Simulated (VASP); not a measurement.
# MoSe (Fm-3m) in VASP: further runs, part 2 of 2

VASP 6.6.1.

### 3 Single point, PBE, collinear spin, ferromagnetic start

This run uses another cell than the first one, of 17.91 Å³/atom, 1.082 times its volume.

File INCAR:

```
PREC     = Accurate       # precision mode
ENCUT    = 500            # plane-wave cutoff, eV
EDIFF    = 1E-6           # SCF threshold, eV
ISMEAR   = 0              # smearing method
SIGMA    = 0.1            # smearing width, eV
LREAL    = F              # projectors in reciprocal space
LASPH    = T              # aspherical terms in the spheres
NELM     = 200            # most SCF steps
ALGO     = Normal         # electronic algorithm
ISIF     = 2              # what is computed and relaxed
LWAVE    = F              # write WAVECAR
LCHARG   = F              # write CHGCAR
ISPIN    = 2              # spin polarisation
MAGMOM   = 0.27 0         # initial moments
LORBIT   = 11             # projections on sites
LMAXMIX  = 4              # l up to which the mixer works
GGA      = PE             # functional
NBANDS   = 21             # bands
GGA_COMPAT= F
```

File KPOINTS:

```
regular mesh
0
Gamma
  6 6 6
```

File POSCAR:

```
MoSe
1.0
    0.0000000000      2.6166084309      2.6166084309
    2.6166084309      0.0000000000      2.6166084309
    2.6166084309      2.6166084309      0.0000000000
Mo Se
1 1
Direct
    0.0000000000      0.0000000000      0.0000000000
    0.5000000000      0.5000000000      0.5000000000
```

Potentials or basis: VASP PAW PBE potentials, release 64 (Mo_sv, Se).

Started as:

```bash
cat potpaw_PBE.64/Mo_sv/POTCAR potpaw_PBE.64/Se/POTCAR > POTCAR
mpirun -np 1 vasp_std > vasp.out
```

OUTCAR:

```text
PREC = Accurate
   ENCUT = 500
   EDIFF = 1E-6
   ISMEAR = 0
   LREAL = F
   LASPH = T
   NELM = 200
   ISIF = 2
   ISPIN = 2
   LORBIT = 11
   GGA = PE

 ion  position               nearest neighbor table
   1  0.000  0.000  0.000-   2 2.62   2 2.62   2 2.62   2 2.62   2 2.62   2 2.62
   2  0.500  0.500  0.500-   1 2.62   1 2.62   1 2.62   1 2.62   1 2.62   1 2.62

  LATTYP: Found a face centered cubic cell.
 ALAT       =     5.2332168618

  Lattice vectors:

 A1 = (   0.0000000000,   2.6166084309,   2.6166084309)
 A2 = (   2.6166084309,   0.0000000000,   2.6166084309)
 A3 = (   2.6166084309,   2.6166084309,   0.0000000000)

Analysis of symmetry for initial positions (statically):
=====================================================================
 Subroutine PRICEL returns:
 Original cell was already a primitive cell.

 Routine SETGRP: Setting up the symmetry group for a
 face centered cubic supercell.

[... 571 lines left out ...]
      3     -25.6557      1.00000
      4     -25.6557      1.00000
      5      -6.3679      1.00000
      6       7.2659      1.00000
[... 373 lines left out ...]
     20      24.0020      0.00000
     21      27.4426      0.00000

------------------------ aborting loop because EDIFF is reached ----------------------------------------

  FORCE on cell =-STRESS in cart. coord.  units (eV):
  Direction    XX          YY          ZZ          XY          YZ          ZX
  --------------------------------------------------------------------------------------
  -------------------------------------------------------------------------------------
  Total       -0.0298580     -0.0298580     -0.0298580      0.0000000      0.0000000     -0.0000000
  in kB       -1.3351345     -1.3351345     -1.3351345      0.0000000      0.0000000     -0.0000000
  external PRESSURE =      -1.3351345 kB  Pullay stress =       0.0000000 kB

 VOLUME and BASIS-vectors are now :
 -----------------------------------------------------------------------------
  energy-cutoff  :      500.00
  volume of cell :       35.83
      direct lattice vectors                 reciprocal lattice vectors
     0.000000000  2.616608431  2.616608431    -0.191087055  0.191087055  0.191087055
     2.616608431  0.000000000  2.616608431     0.191087055 -0.191087055  0.191087055
     2.616608431  2.616608431  0.000000000     0.191087055  0.191087055 -0.191087055

 POSITION                                       TOTAL-FORCE (eV/Angst)
 -----------------------------------------------------------------------------------
      0.00000      0.00000      0.00000        -0.000000     -0.000000     -0.000000
      2.61661      2.61661      2.61661         0.000000      0.000000      0.000000
 -----------------------------------------------------------------------------------
    total drift:                               -0.000000      0.000000      0.000000

  FREE ENERGIE OF THE ION-ELECTRON SYSTEM (eV)
  ---------------------------------------------------
  free  energy   TOTEN  =       -13.2942520606 eV

  energy  without entropy=      -13.2821538695  energy(sigma->0) =      -13.28820297

 total charge

# of ion       s       p       d       tot
------------------------------------------
    1        2.206   6.090   4.051  12.346
    2        1.430   2.392   0.116   3.937
--------------------------------------------------
tot          3.635   8.482   4.167  16.284

 magnetization (x)

# of ion       s       p       d       tot
------------------------------------------
    1        0.009   0.004   0.576   0.590
    2        0.003  -0.008   0.004  -0.001
--------------------------------------------------
tot          0.012  -0.004   0.580   0.588
```

stdout:

```text
POSCAR found type information on POSCAR MoSe
 POSCAR found :  2 types and       2 ions
 scaLAPACK will be used
 LDA part: xc-table for (Slater+PW92), standard interpolation
 POSCAR, INCAR and KPOINTS ok, starting setup
 FFT: planning ... GRIDC
 FFT: planning ... GRID_SOFT
 FFT: planning ... GRID
 WAVECAR not read
 entering main loop
```

It took 19 s on 1 thread of Intel Xeon Platinum 8488C (Sapphire Rapids), shared host; peak memory 0.17 GiB.

What came out:

| Property | Result |
| --- | --- |
| Free energy | -13.2943 eV |
| Pressure | -0.1 GPa |
| Net moment | 0.64 μB per cell |
| Site moments | Mo +0.59; Se -0.00 μB |
| Valence electrons inside the program's atomic spheres | Mo 12.35; Se 3.94 |

Levels at points of the mesh, in eV from the Fermi level:
Spin up:
```tsv
k point	band 8	band 9	band 10	band 11	band 12	band 13
(0.00, 0.00, 0.00)	-2.26	-2.12	-2.12	-2.12	-1.71	-1.71
(0.50, 0.00, 0.00)	-5.58	-0.31	-0.31	0.34	2.53	4.54
(0.50, 0.50, 0.00)	-3.79	-3.66	-0.88	0.26	0.26	1.21
```
Spin down:
```tsv
k point	band 6	band 7	band 8	band 9	band 10	band 11	band 12	band 13	band 14	band 15
(0.00, 0.00, 0.00)	-2.24	-2.24	-2.24	-1.72	-1.72	-1.72	-1.38	-1.38	2.75	8.07
(0.50, 0.00, 0.00)	-7.79	-5.44	-5.44	0.17	0.17	0.78	2.61	4.78	4.78	6.38
(0.50, 0.50, 0.00)	-6.20	-3.76	-3.76	-3.34	-0.54	0.78	0.78	1.55	2.79	9.65
```

### 4 Single point, PBE

This run uses another cell than the first one, of 14.23 Å³/atom, 0.859 times its volume.

File INCAR:

```
SYSTEM = MoSe
PREC     = Accurate       ! precision mode
ENCUT    = 500            ! plane-wave cutoff, eV
EDIFF    = 1E-6           ! SCF threshold, eV
ISMEAR   = 0              ! smearing method
SIGMA    = 0.1            ! smearing width, eV
LREAL    = .False.        ! projectors in reciprocal space
LASPH    = .True.         ! aspherical terms in the spheres
NELM     = 120            ! most SCF steps
ALGO     = Normal         ! electronic algorithm
ISIF     = 2              ! what is computed and relaxed
LWAVE    = .False.        ! write WAVECAR
LCHARG   = .False.        ! write CHGCAR
GGA      = PE             ! functional
NBANDS   = 17             ! bands
GGA_COMPAT= .False.
```

File KPOINTS:

```
regular mesh
0
Gamma
  14 14 14
  0 0 0
```

File POSCAR:

```
MoSe
1.0
    0.0000000000      2.4230604347      2.4230604347
    2.4230604347      0.0000000000      2.4230604347
    2.4230604347      2.4230604347      0.0000000000
Mo Se
1 1
Direct
    0.0000000000      0.0000000000      0.0000000000
    0.5000000000      0.5000000000      0.5000000000
```

Started as:

```bash
cat potpaw_PBE.64/Mo_sv/POTCAR potpaw_PBE.64/Se/POTCAR > POTCAR
mpirun -np 1 vasp_std > vasp.out
```

Wall time 32 s (1 thread of Intel Xeon Platinum 8488C (Sapphire Rapids), shared host); peak memory 0.19 GiB.

Results (log left out):

```yaml
Free_energy: -12.3299 eV
Pressure: 53.3 GPa
Band_gap_on_the_k_mesh: zero (band 10 reaches 13.31 eV, above the bottom of band 11 at 10.60 eV)
```

Levels at points of the mesh, in eV from the Fermi level:
| k point | band 8 | band 9 | band 10 | band 11 | band 12 | band 13 |
| --- | --- | --- | --- | --- | --- | --- |
| (0.00, 0.00, 0.00) | -2.86 | -2.34 | -2.34 | -2.34 | -2.20 | -2.20 |
| (0.50, 0.00, 0.00) | -6.87 | -0.14 | -0.14 | 0.93 | 2.49 | 6.62 |
| (0.50, 0.50, 0.00) | -4.18 | -4.18 | -0.99 | 0.74 | 0.74 | 2.23 |

### 5 Summary

```csv
spin,cell,k mesh,gap on the mesh (eV),pressure (GPa),moment (μB)
"collinear, ferromagnetic start","a = 3.605 Å, angles 60.0°, 2 atoms",6 × 6 × 6,none,12.4,0.31
"collinear, ferromagnetic start","a = 3.700 Å, angles 60.0°, 2 atoms",6 × 6 × 6,none,-0.1,0.64
off,"a = 3.427 Å, angles 60.0°, 2 atoms",14 × 14 × 14,none,53.3,-
```

Alike in all rows: task single point; level PBE; potentials or basis VASP PAW PBE potentials, release 64 (Mo_sv, Se); cutoff (eV) 500; smearing gaussian 0.1 eV.

Absolute energies hang on the potentials; compare differences alone.
